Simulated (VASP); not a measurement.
# ZnSe (F-43m) in VASP: further runs, part 2 of 2

VASP 6.6.1. The steps go on from the part before.

### 3 Single point, r2SCAN

The input, POSCAR:

```
ZnSe
1.0
    0.0000000000      2.8324206805      2.8324206805
    2.8324206805      0.0000000000      2.8324206805
    2.8324206805      2.8324206805      0.0000000000
Zn Se
1 1
Direct
    0.0000000000      0.0000000000      0.0000000000
    0.2500000000      0.2500000000      0.2500000000
```

The input, INCAR.step1:

```
PREC = Accurate ; ENCUT = 520
ISMEAR = 0 ; SIGMA = 0.01
LREAL = F ; LASPH = T
NELM = 80 ; NBANDS = 16
GGA = PE ; ALGO = Normal
EDIFF = 1E-4 ; LWAVE = T
LCHARG = F
```

The input, INCAR.step2:

```
PREC = Accurate ; ENCUT = 520
EDIFF = 1E-6 ; ISMEAR = 0
SIGMA = 0.01 ; LREAL = F
LASPH = T ; NELM = 80
ALGO = Normal ; ISIF = 2
LWAVE = F ; LCHARG = T
METAGGA = R2SCAN ; LMIXTAU = T
LELF = T ; LVHAR = T
NBANDS = 16 ; ISTART = 1
```

The input, KPOINTS:

```
regular mesh
0
Gamma
  6 6 6
```

Potentials or basis: VASP PAW PBE potentials, release 64 (Zn, Se).

Command:

```console
cat potpaw_PBE.64/Zn/POTCAR potpaw_PBE.64/Se/POTCAR > POTCAR
cp INCAR.step1 INCAR
mpirun -np 1 vasp_std > vasp.out
cp INCAR.step2 INCAR
mpirun -np 1 vasp_std > vasp.out
```

OUTCAR:

```text
PREC = Accurate
   ENCUT = 520
   EDIFF = 1E-6
   ISMEAR = 0
   LREAL = F
   LASPH = T
   NELM = 80
   ISIF = 2
   METAGGA = R2SCAN
   ISTART = 1

 ion  position               nearest neighbor table
   1  0.000  0.000  0.000-   2 2.45   2 2.45   2 2.45   2 2.45
   2  0.250  0.250  0.250-   1 2.45   1 2.45   1 2.45   1 2.45

  LATTYP: Found a face centered cubic cell.
 ALAT       =     5.6648413610

  Lattice vectors:

 A1 = (   0.0000000000,   2.8324206805,   2.8324206805)
 A2 = (   2.8324206805,   0.0000000000,   2.8324206805)
 A3 = (   2.8324206805,   2.8324206805,   0.0000000000)

Analysis of symmetry for initial positions (statically):
=====================================================================
 Subroutine PRICEL returns:
 Original cell was already a primitive cell.

 Routine SETGRP: Setting up the symmetry group for a
 face centered cubic supercell.

 Subroutine GETGRP returns: Found 24 space group operations
 (whereof 24 operations were pure point group operations)
 out of a pool of 48 trial point group operations.

The static configuration has the point symmetry T_d .

Analysis of symmetry for dynamics (positions and initial velocities):
=====================================================================
 Subroutine PRICEL returns:
 Original cell was already a primitive cell.

 Routine SETGRP: Setting up the symmetry group for a
 face centered cubic supercell.

 Subroutine GETGRP returns: Found 24 space group operations
 (whereof 24 operations were pure point group operations)
 out of a pool of 48 trial point group operations.

The dynamic configuration has the point symmetry T_d .

 Subroutine INISYM returns: Found 24 space group operations
 (whereof 24 operations are pure point group operations),
 and found     1 'primitive' translations

----------------------------------------------------------------------------------------

                                     Primitive cell

  volume of cell :      45.4468

  direct lattice vectors                    reciprocal lattice vectors
     0.000000000  2.832420680  2.832420680    -0.176527450  0.176527450  0.176527450
     2.832420680  0.000000000  2.832420680     0.176527450 -0.176527450  0.176527450
     2.832420680  2.832420680  0.000000000     0.176527450  0.176527450 -0.176527450

  length of vectors
     4.005647741  4.005647741  4.005647741     0.305754512  0.305754512  0.305754512

  position of ions in fractional coordinates (direct lattice)
     0.000000000  0.000000000  0.000000000
     0.250000000  0.250000000  0.250000000

  ion indices of the primitive-cell ions
   primitive index   ion index
                 1           1
                 2           2

----------------------------------------------------------------------------------------

 KPOINTS: regular mesh

Automatic generation of k-mesh.
 Grid dimensions read from file:
 generate k-points for:    6    6    6

 Generating k-lattice:

  Cartesian coordinates                     Fractional coordinates (reciprocal lattice)
    -0.029421242  0.029421242  0.029421242     0.166666667  0.000000000  0.000000000
     0.029421242 -0.029421242  0.029421242     0.000000000  0.166666667  0.000000000
     0.029421242  0.029421242 -0.029421242     0.000000000  0.000000000  0.166666667

  Length of vectors
     0.050959085  0.050959085  0.050959085

  Shift w.r.t. Gamma in fractional coordinates (k-lattice)
     0.000000000  0.000000000  0.000000000

 Subroutine IBZKPT returns following result:
 ===========================================

 Found     16 irreducible k-points:

 Following reciprocal coordinates:
            Coordinates               Weight
  0.000000  0.000000  0.000000      1.000000
  0.166667  0.000000  0.000000      8.000000
  0.333333  0.000000  0.000000      8.000000
  0.500000  0.000000  0.000000      4.000000
  0.166667  0.166667  0.000000      6.000000
  0.333333  0.166667  0.000000     24.000000
[... 8 lines left out ...]
 -0.333333  0.333333  0.166667     24.000000
 -0.333333  0.500000  0.166667     12.000000
   k-points           NKPTS =     16   k-points in BZ     NKDIM =     16   number of bands    NBANDS=     16
   number of dos      NEDOS =    301   number of ions     NIONS =      2
   total plane-waves  NPLWV =  27000
   dimension x,y,z NGX =    30 NGY =   30 NGZ =   30
   dimension x,y,z NGXF=    60 NGYF=   60 NGZF=   60
   ions per type =               1   1
   NGX,Y,Z   is equivalent  to a cutoff of  12.45, 12.45, 12.45 a.u.
   NGXF,Y,Z  is equivalent  to a cutoff of  24.90, 24.90, 24.90 a.u.
 SYSTEM =  unknown system
   PREC   = accura    normal or accurate (medium, high low for compatibility)
   ISTART =      1    job   : 0-new  1-cont  2-samecut
   ICHARG =      0    charge: 1-file 2-atom 10-const
   ISPIN  =      1    spin polarized calculation?
   LNONCOLLINEAR =      F non collinear calculations
   LSORBIT =      F    spin-orbit coupling
   LASPH  =      T    aspherical Exc in radial PAW
   ENCUT  =  520.0 eV  38.22 Ry    6.18 a.u.   7.45  7.45  7.45*2*pi/ulx,y,z
   NELM   =     80;   NELMIN=  2; NELMDL=  0     # of ELM steps
   EDIFF  = 0.1E-05   stopping-criterion for ELM
   LREAL  =      F    real-space projection
   EDIFFG = 0.1E-04   stopping-criterion for IOM
   NSW    =      0    number of steps for IOM
   IBRION =     -1    ionic relax: 0-MD 1-quasi-New 2-CG
   NFREE  =      0    steps in history (QN), initial steepest desc. (CG)
   ISIF   =      2    stress and relaxation
   ISYM   =      2    0-nonsym 1-usesym 2-fastsym
   POTIM  = 0.5000    time-step for ionic-motion
   TEBEG  =    0.0;   TEEND  =   0.0 temperature during run
   PSTRESS=    0.0 pullay stress
   NELECT =      18.0000    total number of electrons
   NUPDOWN=      -1.0000    fix difference up-down
   EMIN   =  10.00;   EMAX   =-10.00  energy-range for DOS
   EFERMI =   0.00;   METHOD = LEGACY
   ISMEAR =     0;   SIGMA  =   0.01  broadening in eV -4-tet -1-fermi 0-gaus
   EFERMI_NEDOS =   21; number of points for ismear=-14 and -15
   IALGO  =     38    algorithm
   IMIX   =      4    mixing-type and parameters
     AMIX     =   0.40;   BMIX     =  1.00
     AMIX_MAG =   1.60;   BMIX_MAG =  1.00
  volume/ion in A,a.u.               =      22.72       153.35
  Fermi-wavevector in a.u.,A,eV,Ry     =   1.202259  2.271939 19.666213  1.445426
  Thomas-Fermi vector in A             =   2.338045
   LORBIT       =      0    0 simple, 1 ext, 2 COOP (PROOUT), +10 PAW based schemes
   METAGGA = R2SCAN    functional components
   LHFCALC =     F    Hartree Fock is set to
   AEXX    =    0.0000 exact exchange contribution
   IVDW    =     0    specifies the selected vdW correction
   LEPSILON=     F    determine dielectric tensor
   LRPA    =     F    only Hartree local field effects (RPA)
 non-spin polarized calculation
 Gauss-broadening in eV      SIGMA  =   0.01
  energy-cutoff  :      520.00
  volume of cell :       45.45
 maximum number of plane-waves:      1243
 NGX is ok and might be reduce to    30
   NGX = 15   NGY = 15   NGZ = 15

 number of electron      18.0000011 magnetization

 Free energy of the ion-electron system (eV)
  ---------------------------------------------------
  ext. energy  EPLUGINS =         0.00000000
  ---------------------------------------------------
  free energy    TOTEN  =       -24.90526119 eV

  energy without entropy =      -24.90526119  energy(sigma->0) =      -24.90526119

 E-fermi :   1.4499     XC(G=0):  -9.9261

 val. band max:        1.3133655468   @ k =   0.0000   0.0000   0.0000
 cond. band min:       3.1857258757   @ k =   0.0000   0.0000   0.0000
 fundamental gap:      1.8723603290
 Fermi energy:         1.4499416978

 k-point     1 :       0.0000    0.0000    0.0000
  band No.  band energies     occupation
      1     -12.4093      2.00000
      2      -5.3881      2.00000
      3      -5.3881      2.00000
      4      -5.3881      2.00000
      5      -4.9798      2.00000
      6      -4.9798      2.00000
[... 8 lines left out ...]
     15      13.3429      0.00000
     16      13.3429      0.00000
[... 267 lines left out ...]
 k-point    16 :      -0.3333    0.5000    0.1667
  band No.  band energies     occupation
      1     -11.3091      2.00000
      2      -5.2715      2.00000
      3      -5.1553      2.00000
      4      -5.0729      2.00000
      5      -4.9655      2.00000
      6      -4.7079      2.00000
[... 8 lines left out ...]
     15      15.7746      0.00000
     16      16.3100      0.00000

------------------------ aborting loop because EDIFF is reached ----------------------------------------

  FORCE on cell =-STRESS in cart. coord.  units (eV):
  Direction    XX          YY          ZZ          XY          YZ          ZX
  --------------------------------------------------------------------------------------
  -------------------------------------------------------------------------------------
  Total        0.0409436      0.0409436      0.0409436      0.0000000      0.0000000     -0.0000000
  in kB        1.4434232      1.4434232      1.4434232      0.0000000      0.0000000     -0.0000000
  external PRESSURE =       1.4434232 kB  Pullay stress =       0.0000000 kB

 VOLUME and BASIS-vectors are now :
 -----------------------------------------------------------------------------
  energy-cutoff  :      520.00
  volume of cell :       45.45
      direct lattice vectors                 reciprocal lattice vectors
     0.000000000  2.832420680  2.832420680    -0.176527450  0.176527450  0.176527450
     2.832420680  0.000000000  2.832420680     0.176527450 -0.176527450  0.176527450
     2.832420680  2.832420680  0.000000000     0.176527450  0.176527450 -0.176527450

 POSITION                                       TOTAL-FORCE (eV/Angst)
 -----------------------------------------------------------------------------------
      0.00000      0.00000      0.00000         0.000000     -0.000000     -0.000000
      1.41621      1.41621      1.41621        -0.000000      0.000000      0.000000
 -----------------------------------------------------------------------------------
    total drift:                                0.000022      0.000022      0.000022

  FREE ENERGIE OF THE ION-ELECTRON SYSTEM (eV)
  ---------------------------------------------------
  free  energy   TOTEN  =       -24.9052611936 eV

  energy  without entropy=      -24.9052611936  energy(sigma->0) =      -24.90526119
```

It took 56 s on 1 thread of Intel Xeon Platinum 8259CL at 2.50GHz (Skylake/Cascade Lake), shared host; peak memory 0.17 GiB.

Results:

| Item | Value |
| --- | --- |
| Free energy | -24.9053 eV |
| Pressure | 0.1 GPa |
| Band gap on the k mesh | 1.87 eV, direct |

Caveat: the PAW data sets were made with another functional, which shifts forces and pressure a little. r2SCAN opens gaps a little over a GGA but as a rule still falls short of measured ones.

### 4 Single point, r2SCAN

POSCAR is that of step 3.

The input, INCAR.step1:

```
PREC = Accurate ; ENCUT = 520
ISMEAR = 0 ; SIGMA = 0.05
LREAL = False ; LASPH = True
NELM = 80 ; NBANDS = 16
GGA = PE ; ALGO = Normal
EDIFF = 1E-4 ; LWAVE = True
LCHARG = False
```

The input, INCAR.step2:

```
PREC = Accurate ; ENCUT = 520
EDIFF = 1E-6 ; ISMEAR = 0
SIGMA = 0.05 ; LREAL = False
LASPH = True ; NELM = 80
ALGO = Normal ; ISIF = 2
LWAVE = False ; LCHARG = False
METAGGA = R2SCAN ; LMIXTAU = True
NBANDS = 16 ; ISTART = 1
```

KPOINTS is that of step 3.

Command:

```console
cat potpaw_PBE.64/Zn/POTCAR potpaw_PBE.64/Se/POTCAR > POTCAR
cp INCAR.step1 INCAR
mpirun -np 1 vasp_std > vasp.out
cp INCAR.step2 INCAR
mpirun -np 1 vasp_std > vasp.out
```

It took 54 s on 1 thread of Intel Xeon Platinum 8259CL at 2.50GHz (Skylake/Cascade Lake), shared host; peak memory 0.17 GiB.

The run converged. Its results:

```yaml
Free_energy: -24.9053 eV
Pressure: 0.1 GPa
Band_gap_on_the_k_mesh: 1.87 eV, direct
```

Levels at points of the mesh, in eV from the valence-band top:
| k point | band 7 | band 8 | band 9 | band 10 | band 11 | band 12 |
| --- | --- | --- | --- | --- | --- | --- |
| (0.00, 0.00, 0.00) | 0.00 | 0.00 | 0.00 | 1.87 | 6.31 | 6.31 |
| (0.50, 0.00, 0.00) | -5.31 | -0.89 | -0.89 | 3.05 | 6.86 | 6.86 |
| (0.50, 0.50, 0.00) | -4.80 | -2.24 | -2.24 | 3.33 | 3.87 | 11.52 |

Caveat: the PAW data sets were made with another functional, which shifts forces and pressure a little.

### 5 Single point, r2SCAN

POSCAR is that of step 4.

The input, INCAR.step1:

```
SYSTEM = ZnSe
PREC = Accurate
ENCUT = 520
ISMEAR = 1
SIGMA = 0.001
LREAL = .False.
LASPH = .True.
NELM = 60
NBANDS = 16
GGA = PE
ALGO = Normal
EDIFF = 1E-4
LWAVE = .True.
LCHARG = .False.
```

The input, INCAR.step2:

```
SYSTEM = ZnSe
PREC = Accurate
ENCUT = 520
EDIFF = 1E-7
ISMEAR = 1
SIGMA = 0.001
LREAL = .False.
LASPH = .True.
NELM = 60
ALGO = Normal
ISIF = 2
LWAVE = .False.
LCHARG = .True.
METAGGA = R2SCAN
LMIXTAU = .True.
LELF = .True.
LVHAR = .True.
NBANDS = 16
ISTART = 1
```

The input, KPOINTS:

```
regular mesh
0
Gamma
  6 6 6
  0 0 0
```

Command:

```console
cat potpaw_PBE.64/Zn/POTCAR potpaw_PBE.64/Se/POTCAR > POTCAR
cp INCAR.step1 INCAR
mpirun -np 1 vasp_std > vasp.out
cp INCAR.step2 INCAR
mpirun -np 1 vasp_std > vasp.out
```

Wall time 68 s (1 thread of Intel Xeon Platinum 8259CL at 2.50GHz (Skylake/Cascade Lake), shared host); peak memory 0.17 GiB.

The run converged. Its results:

```yaml
Free_energy: -24.9053 eV
Pressure: 0.1 GPa
Band_gap_on_the_k_mesh: 1.87 eV, direct
```

Levels at points of the mesh, in eV from the valence-band top:
| k point | band 6 | band 7 | band 8 | band 9 | band 10 | band 11 | band 12 | band 13 |
| --- | --- | --- | --- | --- | --- | --- | --- | --- |
| (0.00, 0.00, 0.00) | -6.29 | 0.00 | 0.00 | 0.00 | 1.87 | 6.31 | 6.31 | 6.31 |
| (0.50, 0.00, 0.00) | -6.14 | -5.31 | -0.89 | -0.89 | 3.05 | 6.86 | 6.86 | 9.08 |
| (0.50, 0.50, 0.00) | -6.11 | -4.80 | -2.24 | -2.24 | 3.33 | 3.87 | 11.52 | 12.08 |

Caveat: the PAW data sets were made with another functional, which shifts forces and pressure a little. r2SCAN opens gaps a little over a GGA but as a rule still falls short of measured ones.

### 6 Single point, r2SCAN

POSCAR is that of step 5.

The input, INCAR.step1:

```
SYSTEM = ZnSe
PREC = Accurate ; ENCUT = 520
ISMEAR = 0 ; SIGMA = 0.01
LREAL = .FALSE. ; LASPH = .TRUE.
NELM = 80 ; NBANDS = 16
GGA = PE ; ALGO = Normal
EDIFF = 1E-4 ; LWAVE = .TRUE.
LCHARG = .FALSE.
```

The input, INCAR.step2:

```
SYSTEM = ZnSe
PREC = Accurate ; ENCUT = 520
EDIFF = 1E-6 ; ISMEAR = 0
SIGMA = 0.01 ; LREAL = .FALSE.
LASPH = .TRUE. ; NELM = 80
ALGO = Normal ; ISIF = 2
LWAVE = .FALSE. ; LCHARG = .FALSE.
METAGGA = R2SCAN ; LMIXTAU = .TRUE.
NBANDS = 16 ; ISTART = 1
```

The input, KPOINTS:

```
Automatic mesh
0
G
  6 6 6
  0 0 0
```

Potentials or basis: VASP PAW PBE potentials, release 64 (Zn, Se).

Command:

```console
cat potpaw_PBE.64/Zn/POTCAR potpaw_PBE.64/Se/POTCAR > POTCAR
cp INCAR.step1 INCAR
mpirun -np 1 vasp_std > vasp.out
cp INCAR.step2 INCAR
mpirun -np 1 vasp_std > vasp.out
```

Wall time 55 s (1 thread of Intel Xeon Platinum 8259CL at 2.50GHz (Skylake/Cascade Lake), shared host); peak memory 0.17 GiB.

Results (log left out):

```yaml
Free_energy: -24.9053 eV
Pressure: 0.1 GPa
Band_gap_on_the_k_mesh: 1.87 eV, direct
```

Levels at points of the mesh, in eV from the valence-band top:
```tsv
k point	band 5	band 6	band 7	band 8	band 9	band 10	band 11	band 12	band 13	band 14
(0.00, 0.00, 0.00)	-6.29	-6.29	0.00	0.00	0.00	1.87	6.31	6.31	6.31	10.59
(0.50, 0.00, 0.00)	-6.28	-6.14	-5.31	-0.89	-0.89	3.05	6.86	6.86	9.08	11.71
(0.50, 0.50, 0.00)	-6.24	-6.11	-4.80	-2.24	-2.24	3.33	3.87	11.52	12.08	12.08
```

Caveat: the PAW data sets were made with another functional, which shifts forces and pressure a little. r2SCAN opens gaps a little over a GGA but as a rule still falls short of measured ones.

### 7 Summary

```csv
k mesh,smearing,gap on the mesh (eV),pressure (GPa)
4 × 4 × 4,gaussian 0.01 eV,1.86,0.4
6 × 6 × 6,gaussian 0.01 eV,1.87,0.1
6 × 6 × 6,gaussian 0.05 eV,1.87,0.1
6 × 6 × 6,methfessel-paxton 0.001 eV,1.87,0.1
```

Alike in all rows: task single point; level r2SCAN; potentials or basis VASP PAW PBE potentials, release 64 (Zn, Se); no spin polarisation; cell as given; cutoff (eV) 520.

Caveats: some runs use coarse meshes; the PAW data sets were made with another functional, which shifts forces and pressure a little.

Total energies depend on the potentials used, so only differences within one code and one set of settings carry meaning.
